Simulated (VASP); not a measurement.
Wanted: the native input for a VASP 6.6.1 run.

```
Task                   : single point
Functional             : PBE
Potentials or basis    : VASP PAW PBE potentials, release 64 (Sr_sv, Cl)
Cutoff                 : 520 eV
k mesh                 : 6 × 6 × 6
Occupations            : gaussian, width 0.05 eV
Spin                   : no spin polarisation
Dipole correction      : no
Further INCAR settings : ALGO = Normal; EDIFF = 1e-07; NBANDS = 19
```

The structure of SrCl2 lies in POSCAR:

```
SrCl2
1.0
    0.0000000000      3.3887956890      3.6131339636
    3.3887956890      0.0000000000      3.6131339636
    3.3887956890      3.3887956890      0.0000000000
Sr Cl
1 2
Direct
    0.0000000000      0.0000000000      0.0000000000
    0.2500000000      0.2500000000      0.2500000000
    0.7500000000      0.7500000000      0.7500000000
```

This cell differs from its parent crystal: volume 27.662 Å^3 an atom, c/a of the conventional cell 1.0662.

The input as run:

INCAR

```
PREC = Accurate ; ENCUT = 520
EDIFF = 1E-7 ; ISMEAR = 0
SIGMA = 0.05 ; LREAL = False
LASPH = True ; NELM = 60
ALGO = Normal ; ISIF = 2
LWAVE = False ; LCHARG = False
GGA = PE ; NBANDS = 19
```

KPOINTS

```
Automatic mesh
0
Gamma
  6 6 6
```

Potentials or basis: VASP PAW PBE potentials, release 64 (Sr_sv, Cl).

Launch:

```console
$ cat potpaw_PBE.64/Sr_sv/POTCAR potpaw_PBE.64/Cl/POTCAR > POTCAR
$ mpirun -np 1 vasp_std > vasp.out
```

Results of the run:

The pressure is 2.0 GPa. The band gap on the k mesh is 5.10 eV, indirect (least direct gap 5.31 eV).

Wall time 74 s on 1 thread of Intel Xeon 8259CL, on a shared host, peak memory 0.24 GiB.
